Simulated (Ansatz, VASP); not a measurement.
One calculation of CdPtC6N6, two programs

```
CELL_PARAMETERS angstrom
0.00000 5.46450 5.46450
5.46450 0.00000 5.46450
5.46450 5.46450 0.00000
ATOMIC_POSITIONS crystal
Cd 0.50000 0.50000 0.50000
Pt 0.00000 0.00000 0.00000
C 0.18339 0.18339 0.81661
C 0.81661 0.81661 0.18339
C 0.81661 0.18339 0.18339
C 0.18339 0.81661 0.81661
C 0.18339 0.81661 0.18339
C 0.81661 0.18339 0.81661
N 0.28925 0.28925 0.71075
N 0.71075 0.71075 0.28925
N 0.71075 0.28925 0.28925
N 0.28925 0.71075 0.71075
N 0.28925 0.71075 0.28925
N 0.71075 0.28925 0.71075
```

Alike in both runs: task electric field gradients; functional LDA; k mesh 5 × 5 × 5; occupations fermi-dirac, width 0.05 eV; no spin polarisation.

```csv
,VASP,Ansatz
version,VASP 6.6.1,Ansatz 0.2.0
potentials or method,"VASP PAW LDA potentials, release 64 (Cd, Pt, C, N)","plane-wave PAW, scalar-relativistic"
plane-wave cutoff (eV),520,420
valence electrons in the cell,76,92
```

Ansatz gave:

| Item | Value |
| --- | --- |
| gap on the k mesh at the Fermi level (eV) | 5.32 |
| pressure (GPa) | -1.9 |
| rms of the force components (eV/Å) | 0.168 |
| size of Vzz on the site where it differs most (V/Å²) | 38.8 |

Question: Estimate VASP's values.

Answer: gap on the k mesh at the Fermi level (eV): 5.28; pressure (GPa): -1.4; rms of the force components (eV/Å): 0.058; size of Vzz on the site where it differs most (V/Å²): 51.5.

LDA's correlation is that of Perdew and Zunger in VASP and of Perdew and Wang (1992) in Ansatz. Atom by atom the forces differ by 0.194 eV/Å (rms over components). One of these differences is far larger than is usual between the two programs; its cause wasn't traced. VASP's potentials hold 76 valence electrons a cell and Ansatz's 92, so a difference there can come from the potentials and not from the codes.

Neither program's run includes spin-orbit coupling. Noted on VASP's run: the standard files for N, O and F lose accuracy on very short bonds.
